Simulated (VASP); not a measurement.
# Sr (P6_3/mmc) in VASP: further runs

The runs below take Sr through single point, with LDA.

Everything below comes from runs of VASP 6.6.1. Logs are shortened: lines on timing, memory, paths and dates and some standing lists are left out, and cuts for length are marked.

**1. The cell of the first run**

Symmetry: P6_3/mmc, No. 194, hexagonal system. Conventional cell: a = 4.310 Å, b = 4.310 Å, c = 7.050 Å, α = 90.00°, β = 90.00°, γ = 120.00°. Within 5.7 Å of Sr (site symmetry -6m2) lie 12 Sr at 4.31 Å.

This isn't the form of Sr at room conditions, which is fcc.

**2. Single point, LDA**

Input file INCAR:

```
SYSTEM = Sr
  PREC = Accurate
  ENCUT = 500
  EDIFF = 1E-6
  ISMEAR = 1
  SIGMA = 0.15
  LREAL = .FALSE.
  LASPH = .TRUE.
  NELM = 120
  ALGO = Normal
  ISIF = 2
  LWAVE = .FALSE.
  LCHARG = .FALSE.
  GGA = CA
  NBANDS = 17
  GGA_COMPAT = .FALSE.
```

Input file KPOINTS:

```
regular mesh
0
G
  6 6 3
  0 0 0
```

Input file POSCAR:

```
Sr
1.0
    4.3100000000      0.0000000000      0.0000000000
   -2.1550000000      3.7325694903      0.0000000000
    0.0000000000      0.0000000000      7.0500000000
Sr
2
Direct
    0.3333333333      0.6666666667      0.2500000000
    0.6666666667      0.3333333333      0.7500000000
```

Potentials or basis: VASP PAW LDA potentials, release 64 (Sr_sv).

Started as:

```
$ cat potpaw_LDA.64/Sr_sv/POTCAR > POTCAR
$ mpirun -np 1 vasp_std > vasp.out
```

OUTCAR:

```text
SYSTEM = Sr
   PREC = Accurate
   ENCUT = 500
   EDIFF = 1E-6
   ISMEAR = 1
   LREAL = .FALSE.
   LASPH = .TRUE.
   NELM = 120
   ISIF = 2
   GGA = CA

 ion  position               nearest neighbor table
   1  0.333  0.667  0.250-   2 4.31   2 4.31   2 4.31   2 4.31   2 4.31   2 4.31
   2  0.667  0.333  0.750-   1 4.31   1 4.31   1 4.31   1 4.31   1 4.31   1 4.31

  LATTYP: Found a hexagonal cell.
 ALAT       =     4.3100000000
 C/A-ratio  =     1.6357308585

  Lattice vectors:

 A1 = (   4.3100000000,   0.0000000000,   0.0000000000)
 A2 = (  -2.1550000000,   3.7325694903,   0.0000000000)
 A3 = (   0.0000000000,   0.0000000000,   7.0500000000)

Analysis of symmetry for initial positions (statically):
=====================================================================
 Subroutine PRICEL returns:
 Original cell was already a primitive cell.

 Routine SETGRP: Setting up the symmetry group for a
 hexagonal supercell.

 Subroutine GETGRP returns: Found 24 space group operations
 (whereof 12 operations were pure point group operations)
 out of a pool of 24 trial point group operations.

The static configuration has the point symmetry D_3d.
 The point group associated with its full space group is D_6h.

Analysis of symmetry for dynamics (positions and initial velocities):
=====================================================================
 Subroutine PRICEL returns:
 Original cell was already a primitive cell.

 Routine SETGRP: Setting up the symmetry group for a
 hexagonal supercell.

 Subroutine GETGRP returns: Found 24 space group operations
 (whereof 12 operations were pure point group operations)
 out of a pool of 24 trial point group operations.

The dynamic configuration has the point symmetry D_3d.
 The point group associated with its full space group is D_6h.

 Subroutine INISYM returns: Found 24 space group operations
 (whereof 12 operations are pure point group operations),
 and found     1 'primitive' translations

----------------------------------------------------------------------------------------

                                     Primitive cell

  volume of cell :     113.4160

  direct lattice vectors                    reciprocal lattice vectors
     4.310000000  0.000000000  0.000000000     0.232018561  0.133955979  0.000000000
    -2.155000000  3.732569490  0.000000000     0.000000000  0.267911958  0.000000000
     0.000000000  0.000000000  7.050000000     0.000000000  0.000000000  0.141843972

  length of vectors
     4.310000000  4.310000000  7.050000000     0.267911958  0.267911958  0.141843972

  position of ions in fractional coordinates (direct lattice)
     0.333333333  0.666666667  0.250000000
     0.666666667  0.333333333  0.750000000

  ion indices of the primitive-cell ions
   primitive index   ion index
                 1           1
                 2           2

----------------------------------------------------------------------------------------

 KPOINTS: regular mesh

Automatic generation of k-mesh.
 Grid dimensions read from file:
 generate k-points for:    6    6    3

 Generating k-lattice:

  Cartesian coordinates                     Fractional coordinates (reciprocal lattice)
     0.038669760  0.022325996  0.000000000     0.166666667  0.000000000  0.000000000
     0.000000000  0.044651993  0.000000000     0.000000000  0.166666667  0.000000000
     0.000000000  0.000000000  0.047281324     0.000000000  0.000000000  0.333333333

  Length of vectors
     0.044651993  0.044651993  0.047281324

  Shift w.r.t. Gamma in fractional coordinates (k-lattice)
     0.000000000  0.000000000  0.000000000

 Subroutine IBZKPT returns following result:
 ===========================================

 Found     14 irreducible k-points:

 Following reciprocal coordinates:
            Coordinates               Weight
  0.000000  0.000000  0.000000      1.000000
  0.166667  0.000000  0.000000      6.000000
  0.333333  0.000000  0.000000      6.000000
  0.500000  0.000000  0.000000      3.000000
  0.166667  0.166667  0.000000      6.000000
  0.333333  0.166667  0.000000     12.000000
  0.333333  0.333333  0.000000      2.000000
  0.000000  0.000000  0.333333      2.000000
  0.166667  0.000000  0.333333     12.000000
  0.333333  0.000000  0.333333     12.000000
  0.500000  0.000000  0.333333      6.000000
  0.166667  0.166667  0.333333     12.000000
  0.333333  0.166667  0.333333     24.000000
  0.333333  0.333333  0.333333      4.000000
   k-points           NKPTS =     14   k-points in BZ     NKDIM =     14   number of bands    NBANDS=     17
   number of dos      NEDOS =    301   number of ions     NIONS =      2
   total plane-waves  NPLWV =  55296
   dimension x,y,z NGX =    32 NGY =   32 NGZ =   54
   dimension x,y,z NGXF=    64 NGYF=   64 NGZF=  108
   ions per type =               2
   NGX,Y,Z   is equivalent  to a cutoff of  12.34, 12.34, 12.73 a.u.
   NGXF,Y,Z  is equivalent  to a cutoff of  24.69, 24.69, 25.47 a.u.
 SYSTEM =  Sr
   PREC   = accura    normal or accurate (medium, high low for compatibility)
   ISTART =      0    job   : 0-new  1-cont  2-samecut
   ICHARG =      2    charge: 1-file 2-atom 10-const
   ISPIN  =      1    spin polarized calculation?
   LNONCOLLINEAR =      F non collinear calculations
   LSORBIT =      F    spin-orbit coupling
   LASPH  =      T    aspherical Exc in radial PAW
   ENCUT  =  500.0 eV  36.75 Ry    6.06 a.u.   7.86  7.86 12.85*2*pi/ulx,y,z
   NELM   =    120;   NELMIN=  2; NELMDL= -5     # of ELM steps
   EDIFF  = 0.1E-05   stopping-criterion for ELM
   LREAL  =      F    real-space projection
   EDIFFG = 0.1E-04   stopping-criterion for IOM
   NSW    =      0    number of steps for IOM
   IBRION =     -1    ionic relax: 0-MD 1-quasi-New 2-CG
   NFREE  =      0    steps in history (QN), initial steepest desc. (CG)
   ISIF   =      2    stress and relaxation
   ISYM   =      2    0-nonsym 1-usesym 2-fastsym
   POTIM  = 0.5000    time-step for ionic-motion
   TEBEG  =    0.0;   TEEND  =   0.0 temperature during run
   PSTRESS=    0.0 pullay stress
   NELECT =      20.0000    total number of electrons
   NUPDOWN=      -1.0000    fix difference up-down
   EMIN   =  10.00;   EMAX   =-10.00  energy-range for DOS
   EFERMI =   0.00;   METHOD = LEGACY
   ISMEAR =     1;   SIGMA  =   0.15  broadening in eV -4-tet -1-fermi 0-gaus
   EFERMI_NEDOS =   21; number of points for ismear=-14 and -15
   IALGO  =     38    algorithm
   IMIX   =      4    mixing-type and parameters
     AMIX     =   0.40;   BMIX     =  1.00
     AMIX_MAG =   1.60;   BMIX_MAG =  1.00
  volume/ion in A,a.u.               =      56.71       382.68
  Fermi-wavevector in a.u.,A,eV,Ry     =   0.918037  1.734838 11.466874  0.842791
  Thomas-Fermi vector in A             =   2.043073
   LORBIT       =      0    0 simple, 1 ext, 2 COOP (PROOUT), +10 PAW based schemes
   GGA     = CA    functional components
   LHFCALC =     F    Hartree Fock is set to
   AEXX    =    0.0000 exact exchange contribution
   IVDW    =     0    specifies the selected vdW correction
   LEPSILON=     F    determine dielectric tensor
   LRPA    =     F    only Hartree local field effects (RPA)
 non-spin polarized calculation
 Methfessel and Paxton  Order N= 1 SIGMA  =   0.15
  energy-cutoff  :      500.00
  volume of cell :      113.42
 maximum number of plane-waves:      2898
 NGX is ok and might be reduce to    32
   NGX = 15   NGY = 15   NGZ = 25

 number of electron      20.0000000 magnetization

 Free energy of the ion-electron system (eV)
  ---------------------------------------------------
  ext. energy  EPLUGINS =         0.00000000
  ---------------------------------------------------
  free energy    TOTEN  =        -3.65657919 eV

  energy without entropy =       -3.64564099  energy(sigma->0) =       -3.65293312

 E-fermi :   1.3380     XC(G=0):  -7.4599

 val. band max:        1.3214729199   @ k =   0.3333   0.0000   0.0000
 cond. band min:       1.3513281727   @ k =   0.3333   0.3333   0.3333
 fundamental gap:      0.0298552529
 Fermi energy:         1.3380443231

 k-point     1 :       0.0000    0.0000    0.0000
  band No.  band energies     occupation
      1     -35.1879      2.00000
      2     -35.1755      2.00000
      3     -17.3593      2.00000
      4     -17.1999      2.00000
      5     -17.1999      2.00000
      6     -17.1798      2.00000
[... 9 lines left out ...]
     16       3.8876     -0.00000
     17       4.3771      0.00000

 k-point     2 :       0.1667    0.0000    0.0000
  band No.  band energies     occupation
      1     -35.1850      2.00000
      2     -35.1742      2.00000
      3     -17.3440      2.00000
      4     -17.2344      2.00000
      5     -17.2106      2.00000
      6     -17.2105      2.00000
[... 9 lines left out ...]
     16       3.9444     -0.00000
     17       4.0398     -0.00000

 k-point     3 :       0.3333    0.0000    0.0000
  band No.  band energies     occupation
      1     -35.1790      2.00000
      2     -35.1719      2.00000
      3     -17.3072      2.00000
      4     -17.3040      2.00000
      5     -17.2786      2.00000
      6     -17.2311      2.00000
[... 9 lines left out ...]
     16       4.6628      0.00000
     17       4.8442      0.00000

 k-point     4 :       0.5000    0.0000    0.0000
  band No.  band energies     occupation
      1     -35.1754      2.00000
      2     -35.1713      2.00000
      3     -17.3389      2.00000
      4     -17.3114      2.00000
      5     -17.2802      2.00000
      6     -17.2411      2.00000
[... 9 lines left out ...]
     16       5.4532      0.00000
     17       5.9888      0.00000

 k-point     5 :       0.1667    0.1667    0.0000
  band No.  band energies     occupation
      1     -35.1806      2.00000
      2     -35.1724      2.00000
      3     -17.3176      2.00000
      4     -17.2728      2.00000
      5     -17.2684      2.00000
      6     -17.2237      2.00000
[... 9 lines left out ...]
     16       4.2738     -0.00000
     17       4.5416      0.00000

 k-point     6 :       0.3333    0.1667    0.0000
  band No.  band energies     occupation
      1     -35.1754      2.00000
      2     -35.1713      2.00000
      3     -17.3205      2.00000
      4     -17.2978      2.00000
      5     -17.2806      2.00000
      6     -17.2541      2.00000
[... 9 lines left out ...]
     16       4.7617      0.00000
     17       5.0893      0.00000

 k-point     7 :       0.3333    0.3333    0.0000
  band No.  band energies     occupation
      1     -35.1723      2.00000
      2     -35.1723      2.00000
      3     -17.3095      2.00000
      4     -17.2846      2.00000
      5     -17.2846      2.00000
      6     -17.2569      2.00000
[... 9 lines left out ...]
     16       4.7214      0.00000
     17       4.7217      0.00000

 k-point     8 :       0.0000    0.0000    0.3333
  band No.  band energies     occupation
      1     -35.1848      2.00000
      2     -35.1786      2.00000
      3     -17.3154      2.00000
      4     -17.2257      2.00000
      5     -17.1937      2.00000
      6     -17.1937      2.00000
[... 9 lines left out ...]
     16       3.6372     -0.00000
     17       4.8962      0.00000

 k-point     9 :       0.1667    0.0000    0.3333
  band No.  band energies     occupation
      1     -35.1823      2.00000
      2     -35.1769      2.00000
      3     -17.3109      2.00000
      4     -17.2441      2.00000
      5     -17.2222      2.00000
      6     -17.2032      2.00000
[... 9 lines left out ...]
     16       3.8885     -0.00000
     17       4.7508      0.00000

 k-point    10 :       0.3333    0.0000    0.3333
  band No.  band energies     occupation
      1     -35.1772      2.00000
      2     -35.1737      2.00000
      3     -17.3267      2.00000
      4     -17.3044      2.00000
      5     -17.2514      2.00000
      6     -17.2218      2.00000
[... 9 lines left out ...]
     16       4.4724      0.00000
     17       4.8189      0.00000

 k-point    11 :       0.5000    0.0000    0.3333
  band No.  band energies     occupation
      1     -35.1744      2.00000
      2     -35.1724      2.00000
      3     -17.3521      2.00000
      4     -17.3360      2.00000
      5     -17.2453      2.00000
      6     -17.2309      2.00000
[... 9 lines left out ...]
     16       4.7322      0.00000
     17       5.3721      0.00000

 k-point    12 :       0.1667    0.1667    0.3333
  band No.  band energies     occupation
      1     -35.1785      2.00000
      2     -35.1744      2.00000
      3     -17.3135      2.00000
      4     -17.2849      2.00000
      5     -17.2450      2.00000
      6     -17.2287      2.00000
[... 9 lines left out ...]
     16       4.1898     -0.00000
     17       4.8463      0.00000

 k-point    13 :       0.3333    0.1667    0.3333
  band No.  band energies     occupation
      1     -35.1744      2.00000
      2     -35.1723      2.00000
      3     -17.3346      2.00000
      4     -17.3217      2.00000
      5     -17.2602      2.00000
      6     -17.2420      2.00000
[... 9 lines left out ...]
     16       4.4722      0.00000
     17       5.1937      0.00000

 k-point    14 :       0.3333    0.3333    0.3333
  band No.  band energies     occupation
      1     -35.1723      2.00000
      2     -35.1723      2.00000
      3     -17.3141      2.00000
      4     -17.3141      2.00000
      5     -17.2964      2.00000
      6     -17.2701      2.00000
[... 9 lines left out ...]
     16       4.5767      0.00000
     17       5.2418      0.00000

------------------------ aborting loop because EDIFF is reached ----------------------------------------

  FORCE on cell =-STRESS in cart. coord.  units (eV):
  Direction    XX          YY          ZZ          XY          YZ          ZX
  --------------------------------------------------------------------------------------
  -------------------------------------------------------------------------------------
  Total       -1.0512821     -1.0512821     -1.1373564      0.0000000      0.0000000     -0.0000000
  in kB      -14.8509955    -14.8509955    -16.0669284      0.0000000      0.0000000     -0.0000000
  external PRESSURE =     -15.2563064 kB  Pullay stress =       0.0000000 kB

 VOLUME and BASIS-vectors are now :
 -----------------------------------------------------------------------------
  energy-cutoff  :      500.00
  volume of cell :      113.42
      direct lattice vectors                 reciprocal lattice vectors
     4.310000000  0.000000000  0.000000000     0.232018561  0.133955979  0.000000000
    -2.155000000  3.732569490  0.000000000     0.000000000  0.267911958  0.000000000
     0.000000000  0.000000000  7.050000000     0.000000000  0.000000000  0.141843972

 POSITION                                       TOTAL-FORCE (eV/Angst)
 -----------------------------------------------------------------------------------
     -0.00000      2.48838      1.76250         0.000000      0.000000      0.000000
      2.15500      1.24419      5.28750        -0.000000      0.000000      0.000000
 -----------------------------------------------------------------------------------
    total drift:                                0.000000     -0.000000      0.000000

  FREE ENERGIE OF THE ION-ELECTRON SYSTEM (eV)
  ---------------------------------------------------
  free  energy   TOTEN  =        -3.6565791880 eV

  energy  without entropy=       -3.6456409872  energy(sigma->0) =       -3.65293312
```

Wall time 16 s (1 thread of Intel Xeon Platinum 8488C (Sapphire Rapids), shared host); peak memory 0.18 GiB.

What came out:

```yaml
Free_energy: -3.6566 eV
Pressure: -1.5 GPa
Band_gap_on_the_k_mesh: zero (bands 10 and 11 overlap by 0.08 eV)
```

**3. Single point, LDA**

Input file INCAR:

```
SYSTEM = Sr
PREC     = Accurate       ! precision mode
ENCUT    = 500            ! plane-wave cutoff, eV
EDIFF    = 1E-6           ! SCF threshold, eV
ISMEAR   = 1              ! smearing method
SIGMA    = 0.15           ! smearing width, eV
LREAL    = .FALSE.        ! projectors in reciprocal space
LASPH    = .TRUE.         ! aspherical terms in the spheres
NELM     = 120            ! most SCF steps
ALGO     = Normal         ! electronic algorithm
ISIF     = 2              ! what is computed and relaxed
LWAVE    = .FALSE.        ! write WAVECAR
LCHARG   = .TRUE.         ! write CHGCAR
GGA      = CA             ! functional
LELF     = .TRUE.         ! ELF
LVHAR    = .TRUE.       
NBANDS   = 17             ! bands
GGA_COMPAT= .FALSE.
```

Input file KPOINTS:

```
Automatic mesh
0
G
  8 8 4
  0 0 0
```

POSCAR is that of step 2.

Potentials or basis: VASP PAW LDA potentials, release 64 (Sr_sv).

Started as:

```
$ cat potpaw_LDA.64/Sr_sv/POTCAR > POTCAR
$ mpirun -np 1 vasp_std > vasp.out
```

It took 31 s on 1 thread of Intel Xeon Platinum 8488C (Sapphire Rapids), shared host; peak memory 0.2 GiB.

It converged, with:

```yaml
Free_energy: -3.6948 eV
Pressure: -1.6 GPa
Band_gap_on_the_k_mesh: zero (bands 10 and 11 overlap by 0.15 eV)
```

Stress tensor (GPa, compression positive):
```
-1.61  0.00  0.00
 0.00 -1.61  0.00
 0.00  0.00 -1.47
```

Levels at points of the mesh, in eV from the Fermi level:
| k point | band 8 | band 9 | band 10 | band 11 | band 12 | band 13 |
| --- | --- | --- | --- | --- | --- | --- |
| (0.00, 0.00, 0.00) | -18.55 | -3.66 | -1.21 | 0.05 | 2.12 | 2.14 |
| (0.50, 0.00, 0.00) | -18.58 | -1.18 | -0.56 | 0.04 | 0.19 | 1.22 |
| (0.00, 0.00, 0.50) | -18.56 | -2.74 | -2.74 | 1.17 | 1.17 | 2.13 |
| (0.50, 0.00, 0.50) | -18.60 | -0.86 | -0.86 | 0.21 | 0.21 | 1.22 |
